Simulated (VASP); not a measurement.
# Ge (I4_1/amd) in VASP: notebook

The runs below take Ge through single point, with PBE.

Program: VASP 6.6.1. These are calculated values, not measurements. Logs are shortened: lines on timing, memory, paths and dates and some standing lists are left out, and cuts for length are marked.

## Step 1: The cell of the first run

The structure is tetragonal, space group I4_1/amd (No. 141). The conventional cell has a = 4.154 Å, b = 4.154 Å, c = 5.680 Å, α = 90.00°, β = 90.00°, γ = 90.00°. Ge (site symmetry -4m2) has 4 Ge at 2.52 Å within 3.3 Å.

## Step 2: Single point, PBE (biaxial strain in the a-b plane: +2.0 %, then relaxed in part)

INCAR

```
SYSTEM = Ge
PREC     = Accurate       ! precision mode
ENCUT    = 520            ! plane-wave cutoff, eV
EDIFF    = 1E-6           ! SCF threshold, eV
ISMEAR   = 0              ! smearing method
SIGMA    = 0.1            ! smearing width, eV
LREAL    = .False.        ! projectors in reciprocal space
LASPH    = .True.         ! aspherical terms in the spheres
NELM     = 100            ! most SCF steps
ALGO     = Normal         ! electronic algorithm
ISIF     = 2              ! what is computed and relaxed
LWAVE    = .False.        ! write WAVECAR
LCHARG   = .False.        ! write CHGCAR
GGA      = PE             ! functional
NBANDS   = 36             ! bands
```

KPOINTS

```
Automatic mesh
0
Gamma
  14 14 10
  0 0 0
```

POSCAR

```
Ge
1.0
    2.9374121747      2.9374121747      0.0000000000
   -2.9374121747      2.9374121747      0.0000000000
    0.0000000000      0.0000000000      5.6798064089
Ge
4
Direct
    0.5000000000      0.5000000000      0.5000000000
    0.5000000000      0.0000000000      0.2500000000
    0.0000000000      0.0000000000      0.0000000000
    0.0000000000      0.5000000000      0.7500000000
```

Potentials or basis: VASP PAW PBE potentials, release 64 (Ge_d).

Launch:

```
$ cat potpaw_PBE.64/Ge_d/POTCAR > POTCAR
$ mpirun -np 1 vasp_std > vasp.out
```

OUTCAR:

```text
SYSTEM = Ge
   PREC = Accurate
   ENCUT = 520
   EDIFF = 1E-6
   ISMEAR = 0
   LREAL = .False.
   LASPH = .True.
   NELM = 100
   ISIF = 2
   GGA = PE

 ion  position               nearest neighbor table
   1  0.500  0.500  0.500-   2 2.52   4 2.52   2 2.52   4 2.52
   2  0.500  0.000  0.250-   1 2.52   3 2.52   1 2.52   3 2.52
   3  0.000  0.000  0.000-   2 2.52   4 2.52   4 2.52   2 2.52
   4  0.000  0.500  0.750-   1 2.52   3 2.52   3 2.52   1 2.52

  LATTYP: Found a simple tetragonal cell.
 ALAT       =     4.1541281357
 C/A-ratio  =     1.3672679858

  Lattice vectors:

 A1 = (   2.9374121747,   2.9374121747,   0.0000000000)
 A2 = (  -2.9374121747,   2.9374121747,   0.0000000000)
 A3 = (   0.0000000000,   0.0000000000,   5.6798064089)

Analysis of symmetry for initial positions (statically):
=====================================================================
 Subroutine PRICEL returns following result:

  LATTYP: Found a body centered tetragonal cell.
 ALAT       =     4.1541281357
 C/A-ratio  =     1.3672679858

  Lattice vectors:

 A1 = (   0.0000000000,  -2.9374121747,  -2.8399032044)
 A2 = (   0.0000000000,   2.9374121747,  -2.8399032045)
 A3 = (   2.9374121747,   0.0000000000,   2.8399032044)

   2 primitive cells build up your supercell.

 Routine SETGRP: Setting up the symmetry group for a
 simple tetragonal supercell.

 Subroutine GETGRP returns: Found 16 space group operations
 (whereof  8 operations were pure point group operations)
 out of a pool of 16 trial point group operations.

The static configuration has the point symmetry D_2d.
 The point group associated with its full space group is D_4h.

Analysis of symmetry for dynamics (positions and initial velocities):
=====================================================================
 Subroutine PRICEL returns following result:

  LATTYP: Found a body centered tetragonal cell.
 ALAT       =     4.1541281357
 C/A-ratio  =     1.3672679858

  Lattice vectors:

 A1 = (   0.0000000000,  -2.9374121747,  -2.8399032044)
 A2 = (   0.0000000000,   2.9374121747,  -2.8399032045)
 A3 = (   2.9374121747,   0.0000000000,   2.8399032044)

   2 primitive cells build up your supercell.

 Routine SETGRP: Setting up the symmetry group for a
 simple tetragonal supercell.

 Subroutine GETGRP returns: Found 16 space group operations
 (whereof  8 operations were pure point group operations)
 out of a pool of 16 trial point group operations.

The dynamic configuration has the point symmetry D_2d.
[... 99 lines left out ...]
   NELM   =    100;   NELMIN=  2; NELMDL= -5     # of ELM steps
   EDIFF  = 0.1E-05   stopping-criterion for ELM
   LREAL  =      F    real-space projection
   EDIFFG = 0.1E-04   stopping-criterion for IOM
   NSW    =      0    number of steps for IOM
   IBRION =     -1    ionic relax: 0-MD 1-quasi-New 2-CG
   NFREE  =      0    steps in history (QN), initial steepest desc. (CG)
   ISIF   =      2    stress and relaxation
   ISYM   =      2    0-nonsym 1-usesym 2-fastsym
   POTIM  = 0.5000    time-step for ionic-motion
   TEBEG  =    0.0;   TEEND  =   0.0 temperature during run
   PSTRESS=    0.0 pullay stress
   NELECT =      56.0000    total number of electrons
   NUPDOWN=      -1.0000    fix difference up-down
   EMIN   =  10.00;   EMAX   =-10.00  energy-range for DOS
   EFERMI =   0.00;   METHOD = LEGACY
   ISMEAR =     0;   SIGMA  =   0.10  broadening in eV -4-tet -1-fermi 0-gaus
   EFERMI_NEDOS =   21; number of points for ismear=-14 and -15
   IALGO  =     38    algorithm
   IMIX   =      4    mixing-type and parameters
     AMIX     =   0.40;   BMIX     =  1.00
     AMIX_MAG =   1.60;   BMIX_MAG =  1.00
  volume/ion in A,a.u.               =      24.50       165.36
  Fermi-wavevector in a.u.,A,eV,Ry     =   1.358438  2.567075 25.107553  1.845353
  Thomas-Fermi vector in A             =   2.485271
   LORBIT       =      0    0 simple, 1 ext, 2 COOP (PROOUT), +10 PAW based schemes
   GGA     = PE    functional components
   LHFCALC =     F    Hartree Fock is set to
   AEXX    =    0.0000 exact exchange contribution
   IVDW    =     0    specifies the selected vdW correction
   LEPSILON=     F    determine dielectric tensor
   LRPA    =     F    only Hartree local field effects (RPA)
 non-spin polarized calculation
 Gauss-broadening in eV      SIGMA  =   0.10
  energy-cutoff  :      520.00
  volume of cell :       98.02
 maximum number of plane-waves:      2664
 NGX is ok and might be reduce to    32
   NGX = 15   NGY = 15   NGZ = 21

 number of electron      56.0000060 magnetization

 Free energy of the ion-electron system (eV)
  ---------------------------------------------------
  ext. energy  EPLUGINS =         0.00000000
  ---------------------------------------------------
  free energy    TOTEN  =       -18.04982695 eV

  energy without entropy =      -18.04900319  energy(sigma->0) =      -18.04941507

 E-fermi :   4.2412     XC(G=0):  -9.5568

 val. band max:        4.2188872118   @ k =   0.0714   0.0000   0.0000
 cond. band min:       4.2803575879   @ k =   0.4286   0.0000   0.4000
 fundamental gap:      0.0614703762
 Fermi energy:         4.2411831367

 k-point     1 :       0.0000    0.0000    0.0000
  band No.  band energies     occupation
      1     -20.4914      2.00000
      2     -20.4914      2.00000
      3     -20.4716      2.00000
      4     -20.4659      2.00000
      5     -20.4659      2.00000
      6     -20.4378      2.00000
[... 925 lines left out ...]
     35      10.2927      0.00000
     36      10.5222      0.00000

 [... further k-points ...]

------------------------ aborting loop because EDIFF is reached ----------------------------------------

  FORCE on cell =-STRESS in cart. coord.  units (eV):
  Direction    XX          YY          ZZ          XY          YZ          ZX
  --------------------------------------------------------------------------------------
  -------------------------------------------------------------------------------------
  Total       -1.2934296     -1.2934296     -0.0199898      0.0000000     -0.0000000      0.0000000
  in kB      -21.1426809    -21.1426809     -0.3267572      0.0000000     -0.0000000      0.0000000
  external PRESSURE =     -14.2040397 kB  Pullay stress =       0.0000000 kB

 VOLUME and BASIS-vectors are now :
 -----------------------------------------------------------------------------
  energy-cutoff  :      520.00
  volume of cell :       98.02
      direct lattice vectors                 reciprocal lattice vectors
     2.937412175  2.937412175  0.000000000     0.170217855  0.170217855  0.000000000
    -2.937412175  2.937412175  0.000000000    -0.170217855  0.170217855  0.000000000
     0.000000000  0.000000000  5.679806409     0.000000000  0.000000000  0.176062339

 POSITION                                       TOTAL-FORCE (eV/Angst)
 -----------------------------------------------------------------------------------
      0.00000      2.93741      2.83990        -0.000000     -0.000000      0.000000
      1.46871      1.46871      1.41995         0.000000      0.000000     -0.000000
      0.00000      0.00000      0.00000        -0.000000     -0.000000      0.000000
     -1.46871      1.46871      4.25985         0.000000      0.000000      0.000000
 -----------------------------------------------------------------------------------
    total drift:                               -0.000000      0.000000     -0.000000

  FREE ENERGIE OF THE ION-ELECTRON SYSTEM (eV)
  ---------------------------------------------------
  free  energy   TOTEN  =       -18.0498269501 eV

  energy  without entropy=      -18.0490031871  energy(sigma->0) =      -18.04941507
```

stdout:

```text
POSCAR found type information on POSCAR Ge
 POSCAR found :  1 types and       4 ions
 scaLAPACK will be used
 LDA part: xc-table for (Slater+PW92), standard interpolation
 POSCAR, INCAR and KPOINTS ok, starting setup
 FFT: planning ... GRIDC
 FFT: planning ... GRID_SOFT
 FFT: planning ... GRID
 WAVECAR not read
 entering main loop
```

Wall time 6 min (1 thread of Intel Xeon Platinum 8259CL at 2.50GHz (Skylake/Cascade Lake), shared host); peak memory 0.59 GiB.

What came out:

* Free energy: -18.0498 eV
* Pressure: -1.4 GPa
* Band gap on the k mesh: zero (bands 28 and 29 overlap by 0.03 eV)

Caveat: the cell differs from its parent crystal (biaxial strain in the a-b plane: +2.0 %, then relaxed in part); semilocal functionals underestimate gaps, so a narrow gap can read as zero.

## Step 3: Single point, PBE (biaxial strain in the a-b plane: -6.0 %)

INCAR

```
SYSTEM = Ge
ALGO = Normal
EDIFF = 1E-6
ENCUT = 520
GGA = PE
ISIF = 2
ISMEAR = 0
LASPH = .TRUE.
LCHARG = .FALSE.
LREAL = .FALSE.
LWAVE = .FALSE.
NBANDS = 36
NELM = 80
PREC = Accurate
SIGMA = 0.1
```

KPOINTS

```
k-points
0
G
  14 14 10
  0 0 0
```

POSCAR

```
Ge
1.0
    2.7070269061      2.7070269061      0.0000000000
   -2.7070269061      2.7070269061      0.0000000000
    0.0000000000      0.0000000000      5.9669784569
Ge
4
Direct
    0.5000000000      0.5000000000      0.5000000000
    0.5000000000      0.0000000000      0.2500000000
    0.0000000000      0.0000000000      0.0000000000
    0.0000000000      0.5000000000      0.7500000000
```

Potentials or basis: VASP PAW PBE potentials, release 64 (Ge_d).

Launch:

```
$ cat potpaw_PBE.64/Ge_d/POTCAR > POTCAR
$ mpirun -np 1 vasp_std > vasp.out
```

OUTCAR:

```text
SYSTEM = Ge
   EDIFF = 1E-6
   ENCUT = 520
   GGA = PE
   ISIF = 2
   ISMEAR = 0
   LASPH = .TRUE.
   LREAL = .FALSE.
   NELM = 80
   PREC = Accurate

 ion  position               nearest neighbor table
   1  0.500  0.500  0.500-   2 2.43   4 2.43   2 2.43   4 2.43
   2  0.500  0.000  0.250-   1 2.43   3 2.43   1 2.43   3 2.43
   3  0.000  0.000  0.000-   2 2.43   4 2.43   4 2.43   2 2.43
   4  0.000  0.500  0.750-   1 2.43   3 2.43   3 2.43   1 2.43

  LATTYP: Found a simple tetragonal cell.
[... 1153 lines left out ...]

  FORCE on cell =-STRESS in cart. coord.  units (eV):
  Direction    XX          YY          ZZ          XY          YZ          ZX
  --------------------------------------------------------------------------------------
  -------------------------------------------------------------------------------------
  Total        5.0027585      5.0027585      0.5255479      0.0000000     -0.0000000     -0.0000000
  in kB       91.6538070     91.6538070      9.6283806      0.0000000     -0.0000000     -0.0000000
  external PRESSURE =      64.3119982 kB  Pullay stress =       0.0000000 kB

 VOLUME and BASIS-vectors are now :
 -----------------------------------------------------------------------------
  energy-cutoff  :      520.00
  volume of cell :       87.45
      direct lattice vectors                 reciprocal lattice vectors
     2.707026906  2.707026906  0.000000000     0.184704481  0.184704481  0.000000000
    -2.707026906  2.707026906  0.000000000    -0.184704481  0.184704481  0.000000000
     0.000000000  0.000000000  5.966978457     0.000000000  0.000000000  0.167589008

 POSITION                                       TOTAL-FORCE (eV/Angst)
 -----------------------------------------------------------------------------------
      0.00000      2.70703      2.98349        -0.000000     -0.000000      0.000000
      1.35351      1.35351      1.49174        -0.000000     -0.000000     -0.000000
      0.00000      0.00000      0.00000        -0.000000     -0.000000      0.000000
     -1.35351      1.35351      4.47523         0.000000      0.000000     -0.000000
 -----------------------------------------------------------------------------------
    total drift:                                0.000000      0.000000      0.000000

  FREE ENERGIE OF THE ION-ELECTRON SYSTEM (eV)
  ---------------------------------------------------
  free  energy   TOTEN  =       -17.7831285094 eV

  energy  without entropy=      -17.7822482042  energy(sigma->0) =      -17.78268836
```

Run time: 12 min. Hardware: 1 thread of Intel Xeon 8259CL, shared host; peak memory 0.54 GiB.

Results:

```yaml
Free_energy: -17.7831 eV
Pressure: 6.4 GPa
Band_gap_on_the_k_mesh: zero (bands 28 and 29 overlap by 0.19 eV)
```

Caveat: the cell differs from its parent crystal (biaxial strain in the a-b plane: -6.0 %); the cell stands under pressure; semilocal functionals underestimate gaps, so a narrow gap can read as zero.

## Step 4: Single point, PBE (biaxial strain in the a-b plane: -6.0 %, then relaxed in part)

INCAR

```
SYSTEM = Ge
PREC = Accurate ; ENCUT = 520
EDIFF = 1E-6 ; ISMEAR = 0
SIGMA = 0.1 ; LREAL = .FALSE.
LASPH = .TRUE. ; NELM = 80
ALGO = Normal ; ISIF = 2
LWAVE = .FALSE. ; LCHARG = .FALSE.
GGA = PE ; NBANDS = 36
```

KPOINTS

```
Automatic mesh
0
G
  14 14 10
  0 0 0
```

Edit POSCAR of step 3 so:

```diff
@@ -4,3 +4,3 @@
    -2.7070269061      2.7070269061      0.0000000000
-    0.0000000000      0.0000000000      5.9669784569
+    0.0000000000      0.0000000000      6.0112951363
 Ge
```

Launch:

```
$ cat potpaw_PBE.64/Ge_d/POTCAR > POTCAR
$ mpirun -np 1 vasp_std > vasp.out
```

Wall time 12 min (1 thread of Intel Xeon 8259CL, shared host); peak memory 0.54 GiB.

The run converged. Its results:

| Property | Result |
| --- | --- |
| Free energy | -17.7851 eV |
| Pressure | 5.8 GPa |
| Band gap on the k mesh | zero (bands 28 and 29 overlap by 0.27 eV) |

Stress tensor (GPa, compression positive):
```
 8.74  0.00  0.00
 0.00  8.74  0.00
 0.00  0.00 -0.06
```

Levels at points of the mesh, in eV from the Fermi level:
```tsv
k point	band 24	band 25	band 26	band 27	band 28	band 29	band 30	band 31	band 32	band 33
(0.00, 0.00, 0.00)	-2.81	-2.81	-0.79	-0.01	0.14	0.14	1.15	1.15	2.28	2.28
(0.50, 0.00, 0.00)	-6.93	-4.50	-4.50	-1.16	-1.16	2.44	2.44	4.39	4.39	4.69
(0.50, 0.50, 0.00)	-8.97	-3.55	-3.55	-3.55	-3.55	0.27	0.27	0.27	0.27	8.96
(0.00, 0.00, 0.50)	-5.36	-1.85	-1.85	-1.85	-1.85	1.47	1.47	2.66	2.66	5.66
(0.50, 0.00, 0.50)	-7.89	-2.12	-2.12	-1.09	-1.09	-0.13	-0.13	3.52	3.52	3.94
(0.50, 0.50, 0.50)	-8.90	-4.19	-4.19	-4.19	-4.19	3.33	3.33	3.33	3.33	3.85
```

Caveat: the cell differs from its parent crystal (biaxial strain in the a-b plane: -6.0 %, then relaxed in part); the cell stands under pressure; semilocal functionals underestimate gaps, so a narrow gap can read as zero.

## Step 5: Overview

| cell | gap on the mesh (eV) | pressure (GPa) |
| --- | --- | --- |
| a = 4.154, b = 4.154, c = 5.680 Å, 4 atoms | none | -1.4 |
| a = 3.828, b = 3.828, c = 5.967 Å, 4 atoms | none | 6.4 |
| a = 3.828, b = 3.828, c = 6.011 Å, 4 atoms | none | 5.8 |

Alike in all rows: task single point; level PBE; potentials or basis VASP PAW PBE potentials, release 64 (Ge_d); no spin polarisation; k mesh 14 × 14 × 10; cutoff (eV) 520; smearing gaussian 0.1 eV.

Caveats: semilocal functionals underestimate gaps, so a narrow gap can read as zero; the cell stands under pressure (at least some runs).

Absolute energies hang on the potentials; compare differences alone.
